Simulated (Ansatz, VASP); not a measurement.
# TaWC2 in VASP and in Ansatz

The input INCAR:

```
PREC     = Accurate       # precision mode
ENCUT    = 520            # plane-wave cutoff, eV
EDIFF    = 1E-6           # SCF threshold, eV
ISMEAR   = -1             # smearing method
SIGMA    = 0.05           # smearing width, eV
LREAL    = F              # projectors in reciprocal space
LASPH    = T              # aspherical terms in the spheres
NELM     = 60             # most SCF steps
ALGO     = Normal         # electronic algorithm
ISIF     = 2              # what is computed and relaxed
LWAVE    = F              # write WAVECAR
LCHARG   = F              # write CHGCAR
GGA      = PE             # functional
NBANDS   = 24             # bands
```

KPOINTS

```
Automatic mesh
0
Gamma
  8 8 8
```

File POSCAR:

```
TaWC2
1.0
    1.5718551461      0.9075109917      5.0506034752
   -1.5718551461      0.9075109917      5.0506034752
    0.0000000000     -1.8150219835      5.0506034752
W Ta C
1 1 2
Direct
    0.0000000000      0.0000000000      0.0000000000
    0.5000000000      0.5000000000      0.5000000000
    0.2509330000      0.2509330000      0.2509330000
    0.7490670000      0.7490670000      0.7490670000
```

File input.yaml:

```yaml
crystal:
  lattice:
    - [1.5718551461, 0.9075109917, 5.0506034752]
    - [-1.5718551461, 0.9075109917, 5.0506034752]
    - [0.0, -1.8150219835, 5.0506034752]
  atoms:
    - { symbol: W, position: [0.0, 0.0, 0.0] }
    - { symbol: Ta, position: [0.5, 0.5, 0.5] }
    - { symbol: C, position: [0.250933, 0.250933, 0.250933] }
    - { symbol: C, position: [0.749067, 0.749067, 0.749067] }
hamiltonian:
  xc: pbe
  pseudopotentials: { kind: paw }
kpoints:
  mp_grid: { grid: [8, 8, 8] }
  band_path:
    path:
      - [[0.0, 0.0, 0.0], [0.5, 0.0, 0.0], [0.5, 0.1881908153, -0.1881908153]]
      - [[0.8118091847, 0.5, 0.1881908153], [0.5, 0.5, 0.5], [0.0, 0.0, 0.0], [0.3440954076, 0.0, -0.3440954076]]
      - [[0.6559045924, 0.3440954076, 0.0], [0.5, 0.5, 0.0], [0.6559045924, 0.6559045924, 0.1881908153], [0.5, 0.5, 0.5]]
      - [[0.5, 0.0, 0.0], [0.8118091847, 0.3440954076, 0.3440954076]]
    npoints: 14
scf:
  occupations: { method: fermi_dirac, width: 0.05 }
  n_extra_bands: 10
output:
  forces: true
  stress: true
  eigenvalues: true
  fatbands: false
```

Alike in both runs: functional PBE; k mesh 8 × 8 × 8; occupations fermi-dirac, width 0.05 eV; no spin polarisation.

|  | VASP | Ansatz |
| --- | --- | --- |
| version | VASP 6.6.1 | Ansatz 0.2.0 |
| potentials or method | VASP PAW PBE potentials, release 64 (W_sv, Ta_pv, C) | Ansatz PAW |
| plane-wave cutoff (eV) | 520 | 420 |
| valence electrons in the cell | 33 | 35 |
| task | single point | band structure |

VASP gave:

| Property | Result |
| --- | --- |
| gap on the k mesh at the Fermi level (eV) | none |
| pressure (GPa) | 1.6 |
| traceless stress, the component that is largest in VASP (GPa) | 3.67 |
| rms of the force components (eV/Å) | 0.031 |

**Question.** What did Ansatz give for the same quantities?

**Answer.** gap on the k mesh at the Fermi level (eV): none; pressure (GPa): 0.8; traceless stress, the component that is largest in VASP (GPa): 3.64; rms of the force components (eV/Å): 0.027.

Atom by atom the forces differ by 0.004 eV/Å (rms over components). A gap of «none» marks a metal or a gap that the smearing closes. VASP's potentials hold 33 valence electrons a cell and Ansatz's 35, so a difference there can come from the potentials and not from the codes.

Neither program's run includes spin-orbit coupling.
